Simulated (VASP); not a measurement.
Runs of VASP 6.6.1 on LiH. The structure is that of space group Fm-3m (No. 225), or close to it. The cells are those of the table. 

```tsv
cell	gap on the mesh (eV)
a = 2.814, b = 2.814, c = 3.861 Å, 4 atoms	2.40
a = 2.814, b = 2.814, c = 3.900 Å, 4 atoms	2.51
a = 2.814, b = 2.814, c = 3.980 Å, 4 atoms	(b)
a = 2.814, b = 2.814, c = 4.099 Å, 4 atoms	2.42
a = 2.814, b = 2.814, c = 4.060 Å, 4 atoms	(a)
a = 2.814, b = 2.814, c = 4.020 Å, 4 atoms	2.62
a = 2.814, b = 2.814, c = 3.940 Å, 4 atoms	2.62
```

Alike in all rows: task single point; level PBEsol; potentials or basis VASP PAW PBE potentials, release 64 (Li_sv, H); no spin polarisation; k mesh 8 × 8 × 6; cutoff (eV) 520; smearing gaussian 0.02 eV.

**Question.** Estimate the missing entries.

**Answer.** (a) 2.52; (b) 2.73.

A k mesh can miss the band edges.
